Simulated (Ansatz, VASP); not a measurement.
One calculation of Rh, two programs

The input INCAR:

```
SYSTEM = Rh
PREC     = Accurate       ! precision mode
ENCUT    = 520            ! plane-wave cutoff, eV
EDIFF    = 1E-6           ! SCF threshold, eV
ISMEAR   = -1             ! smearing method
SIGMA    = 0.1            ! smearing width, eV
LREAL    = .False.        ! projectors in reciprocal space
LASPH    = .True.         ! aspherical terms in the spheres
NELM     = 100            ! most SCF steps
ALGO     = Normal         ! electronic algorithm
ISIF     = 2              ! what is computed and relaxed
LWAVE    = .False.        ! write WAVECAR
LCHARG   = .False.        ! write CHGCAR
GGA      = PE             ! functional
NBANDS   = 14             ! bands
```

The input KPOINTS:

```
Automatic mesh
0
Gamma
  17 17 15
  0 0 0
```

Contents of POSCAR:

```
Rh
1.0
    2.4978530969      0.0000000000      0.0000000000
   -1.2489265484      2.1632042368      0.0000000000
    0.0000000000      0.0000000000      2.3865175863
Rh
1
Direct
    0.0000000000      0.0000000000      0.0000000000
```

Input for Ansatz:

```yaml
crystal:
  lattice:
    - [2.4978530969, 0.0, 0.0]
    - [-1.2489265484, 2.1632042368, 0.0]
    - [0.0, 0.0, 2.3865175863]
  atoms:
    - { symbol: Rh, position: [0.0, 0.0, 0.0] }
kpoints:
  mp_grid: { grid: [17, 17, 15] }
scf:
  occupations: { method: fermi_dirac, width: 0.1 }
hamiltonian:
  xc: pbe
  pseudopotentials: { kind: nc }
output:
  forces: true
  stress: true
  eigenvalues: true
```

Change from the starting cell: volume scaled by 0.84, norm-conserving files.

Alike in both runs: task single point; functional PBE; k mesh 17 × 17 × 15; occupations fermi-dirac, width 0.1 eV; no spin polarisation.

```csv
,VASP,Ansatz
version,VASP 6.6.1,Ansatz 0.2.0
potentials or method,"VASP PAW PBE potentials, release 64 (Rh_pv)","norm-conserving pseudopotentials, scalar-relativistic"
plane-wave cutoff (eV),520,1197
valence electrons in the cell,15,17
```

|  | VASP | Ansatz | Ansatz less VASP |
| --- | --- | --- | --- |
| pressure (GPa) | 56.4 | 56.4 | -0.04 |
| traceless stress, the component that is largest in VASP (GPa) | 0.10 | 0.00 | -0.100 |

Both programs put the cell under a high pressure, so it lies far from rest at this level. The functional is the same, so the differences come from potentials, cutoffs and numerics. VASP's potentials hold 15 valence electrons a cell and Ansatz's 17, so a difference there can come from the potentials and not from the codes.
